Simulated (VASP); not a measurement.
Input of a VASP 6.6.1 run:

File INCAR:

```
ALGO     = Normal         # electronic algorithm
DIPOL    = 0.5 0.5 0.311
EDIFF    = 1E-7           # SCF threshold, eV
ENCUT    = 520            # plane-wave cutoff, eV
GGA      = PE             # functional
IDIPOL   = 3            
ISIF     = 2              # what is computed and relaxed
ISMEAR   = 0              # smearing method
LASPH    = T              # aspherical terms in the spheres
LCHARG   = F              # write CHGCAR
LDIPOL   = T            
LREAL    = Auto         
LWAVE    = F              # write WAVECAR
NBANDS   = 36             # bands
NELM     = 60             # most SCF steps
PREC     = Accurate       # precision mode
SIGMA    = 0.1            # smearing width, eV
```

KPOINTS

```
k-points
0
Gamma
  6 6 1
```

The input POSCAR:

```
Be16CO
1.0
    4.5254381410      0.0000000000      0.0000000000
   -2.2627190705      3.9191443934      0.0000000000
    0.0000000000      0.0000000000     23.4761687145
Be C O
16 1 1
Direct
    0.3333333333      0.1666666667      0.1703855535
    0.3333333333      0.6666666667      0.1703855535
    0.8333333333      0.1666666667      0.1703855535
    0.8333333333      0.6666666667      0.1703855535
    0.1666666667      0.3333333333      0.2463521558
    0.1666666667      0.8333333333      0.2463521558
    0.6666666667      0.3333333333      0.2463521558
    0.6666666667      0.8333333333      0.2463521558
    0.3333333333      0.1666666667      0.3241941575
    0.3333333333      0.6666666667      0.3241941575
    0.8333333333      0.1666666667      0.3241941575
    0.8333333333      0.6666666667      0.3241941575
    0.1666666667      0.3333333333      0.4036505628
    0.1666666667      0.8333333333      0.4036505628
    0.6666666667      0.3333333333      0.4036505628
    0.6666666667      0.8333333333      0.4036505628
    0.1666666667      0.3333333333      0.5088636421
    0.3146581520      0.1853418480      0.5088636421
```

Potentials or basis: VASP PAW PBE potentials, release 64 (Be, C, O).

Launch:

```console
$ cat potpaw_PBE.64/Be/POTCAR potpaw_PBE.64/C/POTCAR potpaw_PBE.64/O/POTCAR > POTCAR
$ mpirun -np 1 vasp_std > vasp.out
```

(1) Estimate the band gap on the k mesh.

(2) What does it give for the largest force?

Answers

(1) zero (band 21 reaches -0.66 eV, above the bottom of band 22 at -2.78 eV).

(2) 1.146 eV/Å.
